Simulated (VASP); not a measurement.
Here is a VASP 6.6.1 calculation.

INCAR

```
PREC     = Accurate       # precision mode
ENCUT    = 520            # plane-wave cutoff, eV
EDIFF    = 1E-7           # SCF threshold, eV
ISMEAR   = 0              # smearing method
SIGMA    = 0.1            # smearing width, eV
LREAL    = False          # projectors in reciprocal space
LASPH    = True           # aspherical terms in the spheres
NELM     = 100            # most SCF steps
ALGO     = Normal         # electronic algorithm
ISIF     = 2              # what is computed and relaxed
LWAVE    = False          # write WAVECAR
LCHARG   = False          # write CHGCAR
GGA      = PE             # functional
NBANDS   = 35             # bands
```

KPOINTS

```
Automatic mesh
0
Gamma
  6 6 2
```

POSCAR

```
TiW3
1.0
    1.5989067490     -2.2612694381      0.0000000000
    1.5989067490      2.2612694381      0.0000000000
    0.0000000000      0.0000000000      8.9616095649
Ti W
1 3
Direct
    0.5000000000      0.5000000000      0.5000000000
    0.5000000000      0.5000000000      0.0000000000
    0.0000000000      0.0000000000      0.2476248358
    0.0000000000      0.0000000000      0.7523751642
```

Potentials or basis: VASP PAW PBE potentials, release 64 (Ti_sv, W_sv).

Launch:

```bash
$ cat potpaw_PBE.64/Ti_sv/POTCAR potpaw_PBE.64/W_sv/POTCAR > POTCAR
$ mpirun -np 1 vasp_std > vasp.out
```

(1) What does it give for the pressure?

(2) Predict the largest force.

(3) Estimate the band gap on the k mesh.

Answers

(1) 0.2 GPa.

(2) 0.173 eV/Å.

(3) zero (band 27 reaches 11.73 eV, above the bottom of band 28 at 9.55 eV).

Caveat: the k points lie up to 0.40 Å⁻¹ apart; spin-orbit coupling is left out, which moves the levels of the heavy elements.
